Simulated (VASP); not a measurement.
# Ti12C in VASP: single point with PBEsol

Aim: the single point of Ti12C with PBEsol.

All numbers are computed with VASP 6.6.1; they aren't measurements. Logs are shortened: lines on timing, memory, paths and dates and some standing lists are left out, and cuts for length are marked.

## 1. The cell of the first run

The cell holds a slab with vacuum, 13 atoms: a = 5.735 Å, b = 5.735 Å, c = 19.270 Å, α = 90.00°, β = 90.00°, γ = 90.00°.

## 2. Single point, PBEsol

The input, INCAR:

```
PREC = Accurate
ENCUT = 520
EDIFF = 1E-7
ISMEAR = 0
SIGMA = 0.1
LREAL = False
LASPH = True
NELM = 80
ALGO = Normal
ISIF = 2
LWAVE = False
LCHARG = False
LDIPOL = True
IDIPOL = 3
DIPOL = 0.5 0.5 0.319
GGA = PS
NBANDS = 86
```

The input, KPOINTS:

```
Automatic mesh
0
Gamma
  5 5 1
```

The input, POSCAR:

```
Ti12C
1.0
    5.7352564297      0.0000000000      0.0000000000
    0.0000000000      5.7352564297      0.0000000000
    0.0000000000      0.0000000000     19.2700584075
Ti C
12 1
Direct
    0.2500000000      0.2500000000      0.2075759147
    0.2500000000      0.7500000000      0.2075759147
    0.7500000000      0.2500000000      0.2075759147
    0.7500000000      0.7500000000      0.2075759147
    0.0000000000      0.0000000000      0.3052972905
    0.0000000000      0.5000000000      0.3052972905
    0.5000000000      0.0000000000      0.3052972905
    0.5000000000      0.5000000000      0.3052972905
    0.2500000000      0.2500000000      0.4032192453
    0.2500000000      0.7500000000      0.4032192453
    0.7500000000      0.2500000000      0.4032192453
    0.7500000000      0.7500000000      0.4032192453
    0.2500000000      0.4166666667      0.4806451577
```

Potentials or basis: VASP PAW PBE potentials, release 64 (Ti_sv, C).

Launch:

```sh
$ cat potpaw_PBE.64/Ti_sv/POTCAR potpaw_PBE.64/C/POTCAR > POTCAR
$ mpirun -np 1 vasp_std > vasp.out
```

OUTCAR:

```text
PREC = Accurate
   ENCUT = 520
   EDIFF = 1E-7
   ISMEAR = 0
   LREAL = False
   LASPH = True
   NELM = 80
   ISIF = 2
   GGA = PS

 ion  position               nearest neighbor table
   1  0.250  0.250  0.208-   5 2.77   6 2.77   7 2.77   8 2.77   2 2.87   3 2.87   2 2.87   3 2.87

   2  0.250  0.750  0.208-   5 2.77   6 2.77   7 2.77   8 2.77   1 2.87   4 2.87   1 2.87   4 2.87

   3  0.750  0.250  0.208-   5 2.77   6 2.77   7 2.77   8 2.77   1 2.87   4 2.87   4 2.87   1 2.87
[... 4 lines left out ...]
                             6 2.87   7 2.87   6 2.87   7 2.87
   6  0.000  0.500  0.305-   1 2.77   2 2.77   3 2.77   4 2.77   9 2.77  10 2.77  11 2.77  12 2.77
                             5 2.87   8 2.87   5 2.87   8 2.87
   7  0.500  0.000  0.305-   1 2.77   2 2.77   3 2.77   4 2.77   9 2.77  10 2.77  11 2.77  12 2.77
                             5 2.87   8 2.87   8 2.87   5 2.87
   8  0.500  0.500  0.305-   1 2.77   2 2.77   3 2.77   4 2.77   9 2.77  10 2.77  11 2.77  12 2.77
                             6 2.87   7 2.87   7 2.87   6 2.87
   9  0.250  0.250  0.403-  13 1.77   6 2.77   7 2.77   8 2.77   5 2.77  11 2.87  10 2.87  10 2.87
                            11 2.87
  10  0.250  0.750  0.403-  13 2.43   6 2.77   7 2.77   8 2.77   5 2.77  12 2.87   9 2.87   9 2.87
                            12 2.87
  11  0.750  0.250  0.403-   5 2.77   6 2.77   7 2.77   8 2.77   9 2.87  12 2.87  12 2.87   9 2.87

  12  0.750  0.750  0.403-   5 2.77   6 2.77   7 2.77   8 2.77  10 2.87  11 2.87  11 2.87  10 2.87

  13  0.250  0.417  0.481-   9 1.77  10 2.43

  LATTYP: Found a simple tetragonal cell.
 ALAT       =     5.7352564297
 C/A-ratio  =     3.3599296986

  Lattice vectors:

 A1 = (   5.7352564297,   0.0000000000,   0.0000000000)
 A2 = (   0.0000000000,   5.7352564297,   0.0000000000)
 A3 = (   0.0000000000,   0.0000000000,  19.2700584075)

Analysis of symmetry for initial positions (statically):
=====================================================================
 Subroutine PRICEL returns:
 Original cell was already a primitive cell.

 Routine SETGRP: Setting up the symmetry group for a
 simple tetragonal supercell.

 Subroutine GETGRP returns: Found  2 space group operations
 (whereof  1 operations were pure point group operations)
 out of a pool of 16 trial point group operations.

The static configuration has the point symmetry C_1 .
 The point group associated with its full space group is C_1h.

Analysis of symmetry for dynamics (positions and initial velocities):
=====================================================================
 Subroutine PRICEL returns:
 Original cell was already a primitive cell.

 Routine SETGRP: Setting up the symmetry group for a
 simple tetragonal supercell.

 Subroutine GETGRP returns: Found  2 space group operations
 (whereof  1 operations were pure point group operations)
 out of a pool of 16 trial point group operations.

The dynamic configuration has the point symmetry C_1 .
 The point group associated with its full space group is C_1h.

 Subroutine INISYM returns: Found  2 space group operations
 (whereof  1 operations are pure point group operations),
 and found     1 'primitive' translations

----------------------------------------------------------------------------------------

                                     Primitive cell

  volume of cell :     633.8532

  direct lattice vectors                    reciprocal lattice vectors
     5.735256430  0.000000000  0.000000000     0.174360120  0.000000000  0.000000000
     0.000000000  5.735256430  0.000000000     0.000000000  0.174360120  0.000000000
     0.000000000  0.000000000 19.270058407     0.000000000  0.000000000  0.051893979

  length of vectors
     5.735256430  5.735256430 19.270058407     0.174360120  0.174360120  0.051893979

  position of ions in fractional coordinates (direct lattice)
     0.250000000  0.250000000  0.207575915
     0.250000000  0.750000000  0.207575915
     0.750000000  0.250000000  0.207575915
     0.750000000  0.750000000  0.207575915
     0.000000000  0.000000000  0.305297291
     0.000000000  0.500000000  0.305297291
     0.500000000  0.000000000  0.305297291
     0.500000000  0.500000000  0.305297291
     0.250000000  0.250000000  0.403219245
     0.250000000  0.750000000  0.403219245
     0.750000000  0.250000000  0.403219245
     0.750000000  0.750000000  0.403219245
     0.250000000  0.416666667  0.480645158

  ion indices of the primitive-cell ions
[... 38 lines left out ...]

 Found      9 irreducible k-points:

 Following reciprocal coordinates:
            Coordinates               Weight
  0.000000  0.000000  0.000000      1.000000
  0.200000  0.000000  0.000000      2.000000
  0.000000  0.200000  0.000000      2.000000
  0.400000  0.000000  0.000000      2.000000
  0.000000  0.400000  0.000000      2.000000
  0.200000  0.200000  0.000000      4.000000
  0.400000  0.200000  0.000000      4.000000
 -0.200000  0.400000  0.000000      4.000000
  0.400000  0.400000  0.000000      4.000000
   k-points           NKPTS =      9   k-points in BZ     NKDIM =      9   number of bands    NBANDS=     86
   number of dos      NEDOS =    301   number of ions     NIONS =     13
   total plane-waves  NPLWV = 331776
   dimension x,y,z NGX =    48 NGY =   48 NGZ =  144
   dimension x,y,z NGXF=    96 NGYF=   96 NGZF=  288
   ions per type =              12   1
   NGX,Y,Z   is equivalent  to a cutoff of  13.91, 13.91, 12.42 a.u.
   NGXF,Y,Z  is equivalent  to a cutoff of  27.83, 27.83, 24.85 a.u.
 SYSTEM =  unknown system
   PREC   = accura    normal or accurate (medium, high low for compatibility)
   ISTART =      0    job   : 0-new  1-cont  2-samecut
   ICHARG =      2    charge: 1-file 2-atom 10-const
   ISPIN  =      1    spin polarized calculation?
   LNONCOLLINEAR =      F non collinear calculations
   LSORBIT =      F    spin-orbit coupling
   LASPH  =      T    aspherical Exc in radial PAW
   ENCUT  =  520.0 eV  38.22 Ry    6.18 a.u.  10.66 10.66 35.83*2*pi/ulx,y,z
   NELM   =     80;   NELMIN=  2; NELMDL= -5     # of ELM steps
   EDIFF  = 0.1E-06   stopping-criterion for ELM
   LREAL  =      F    real-space projection
   EDIFFG = 0.1E-05   stopping-criterion for IOM
   NSW    =      0    number of steps for IOM
   IBRION =     -1    ionic relax: 0-MD 1-quasi-New 2-CG
   NFREE  =      0    steps in history (QN), initial steepest desc. (CG)
   ISIF   =      2    stress and relaxation
   ISYM   =      2    0-nonsym 1-usesym 2-fastsym
   POTIM  = 0.5000    time-step for ionic-motion
   TEBEG  =    0.0;   TEEND  =   0.0 temperature during run
   PSTRESS=    0.0 pullay stress
   NELECT =     148.0000    total number of electrons
   NUPDOWN=      -1.0000    fix difference up-down
   EMIN   =  10.00;   EMAX   =-10.00  energy-range for DOS
   EFERMI =   0.00;   METHOD = LEGACY
   ISMEAR =     0;   SIGMA  =   0.10  broadening in eV -4-tet -1-fermi 0-gaus
   EFERMI_NEDOS =   21; number of points for ismear=-14 and -15
   IALGO  =     38    algorithm
   IMIX   =      4    mixing-type and parameters
     AMIX     =   0.40;   BMIX     =  1.00
     AMIX_MAG =   1.60;   BMIX_MAG =  1.00
  volume/ion in A,a.u.               =      48.76       329.03
  Fermi-wavevector in a.u.,A,eV,Ry     =   1.008090  1.905013 13.826850  1.016245
  Thomas-Fermi vector in A             =   2.140935
   LORBIT       =      0    0 simple, 1 ext, 2 COOP (PROOUT), +10 PAW based schemes
   GGA     = PS    functional components
   LHFCALC =     F    Hartree Fock is set to
   AEXX    =    0.0000 exact exchange contribution
   IVDW    =     0    specifies the selected vdW correction
   LEPSILON=     F    determine dielectric tensor
   LRPA    =     F    only Hartree local field effects (RPA)
 non-spin polarized calculation
 Gauss-broadening in eV      SIGMA  =   0.10
  energy-cutoff  :      520.00
  volume of cell :      633.85
 maximum number of plane-waves:     17110
 NGX is ok and might be reduce to    48
   NGX = 21   NGY = 21   NGZ = 71

 dipolmoment           0.000000      0.000000     -0.842054 electrons x Angstroem

 number of electron     148.0000029 magnetization

 dipolmoment           0.000000      0.000000      0.214679 electrons x Angstroem

 Free energy of the ion-electron system (eV)
  ---------------------------------------------------
  ext. energy  EPLUGINS =         0.00000000
  ---------------------------------------------------
  free energy    TOTEN  =       -98.91343811 eV

  energy without entropy =      -98.77551839  energy(sigma->0) =      -98.84447825

 E-fermi :  -0.1431     XC(G=0):  -4.8788

 val. band max:       -0.1437105831   @ k =   0.0000   0.0000   0.0000
 cond. band min:      -0.1390215124   @ k =   0.0000   0.4000   0.0000
 fundamental gap:      0.0046890707
 Fermi energy:        -0.1430664906

 k-point     1 :       0.0000    0.0000    0.0000
  band No.  band energies     occupation
      1     -56.8091      2.00000
      2     -56.7523      2.00000
      3     -56.6823      2.00000
      4     -56.6547      2.00000
      5     -56.6137      2.00000
      6     -56.6009      2.00000
[... 790 lines left out ...]
     85       0.7742      0.00000
     86       0.8290      0.00000

------------------------ aborting loop because EDIFF is reached ----------------------------------------

 vacuum level on the upper side and lower side of the slab       (xc-potential included)         0.469        -0.705

  FORCE on cell =-STRESS in cart. coord.  units (eV):
  Direction    XX          YY          ZZ          XY          YZ          ZX
  --------------------------------------------------------------------------------------
  -------------------------------------------------------------------------------------
  Total       -5.6333763     -4.8808710      2.5801347      0.0000000      2.8023728      0.0000000
  in kB      -14.2393654    -12.3372737      6.5217515      0.0000000      7.0834980      0.0000000
  external PRESSURE =      -6.6849625 kB  Pullay stress =       0.0000000 kB

 VOLUME and BASIS-vectors are now :
 -----------------------------------------------------------------------------
  energy-cutoff  :      520.00
  volume of cell :      633.85
      direct lattice vectors                 reciprocal lattice vectors
     5.735256430  0.000000000  0.000000000     0.174360120  0.000000000  0.000000000
     0.000000000  5.735256430  0.000000000     0.000000000  0.174360120  0.000000000
     0.000000000  0.000000000 19.270058407     0.000000000  0.000000000  0.051893979

 POSITION                                       TOTAL-FORCE (eV/Angst)
 -----------------------------------------------------------------------------------
      1.43381      1.43381      4.00000         0.000000     -0.007169     -0.095770
      1.43381      4.30144      4.00000         0.000000      0.054651      0.047462
      4.30144      1.43381      4.00000         0.000000     -0.084534      0.197486
      4.30144      4.30144      4.00000         0.000000      0.081362      0.206786
      0.00000      0.00000      5.88310        -0.340374      0.128082     -0.479728
      0.00000      2.86763      5.88310        -0.132664      0.155820     -0.557111
      2.86763      0.00000      5.88310         0.340374      0.128082     -0.479728
      2.86763      2.86763      5.88310         0.132664      0.155820     -0.557111
      1.43381      1.43381      7.77006         0.000000     -1.506914     -0.832914
      1.43381      4.30144      7.77006         0.000000     -1.870883      1.775593
      4.30144      1.43381      7.77006         0.000000     -0.269473      0.603071
      4.30144      4.30144      7.77006         0.000000      0.326682      0.118425
      1.43381      2.38969      9.26206         0.000000      2.708475      0.053537
 -----------------------------------------------------------------------------------
    total drift:                                0.000000     -0.000071      0.000706

  FREE ENERGIE OF THE ION-ELECTRON SYSTEM (eV)
  ---------------------------------------------------
  free  energy   TOTEN  =       -98.9134381131 eV

  energy  without entropy=      -98.7755183860  energy(sigma->0) =      -98.84447825

 vacuum level on the upper side and lower side of the slab         4.899         3.679
```

It took 32 min on 1 thread of Intel Xeon Platinum 8259CL at 2.50GHz (Skylake/Cascade Lake), shared host; peak memory 0.84 GiB.

Results:

- Free energy: -98.9134 eV
- Largest force: 2.709 eV/Å
- Band gap on the k mesh: zero (bands 74 and 75 overlap by 0.21 eV)

Forces in eV/Å, atoms in the order of the input:
```
Ti   0.000 -0.007 -0.096
Ti   0.000  0.055  0.047
Ti   0.000 -0.085  0.197
Ti   0.000  0.081  0.207
Ti  -0.340  0.128 -0.480
Ti  -0.133  0.156 -0.557
Ti   0.340  0.128 -0.480
Ti   0.133  0.156 -0.557
Ti   0.000 -1.507 -0.833
Ti   0.000 -1.871  1.776
Ti   0.000 -0.269  0.603
Ti   0.000  0.327  0.118
C    0.000  2.708  0.054
```

Caveat: the PAW data sets were made with another functional, which shifts forces and pressure a little.
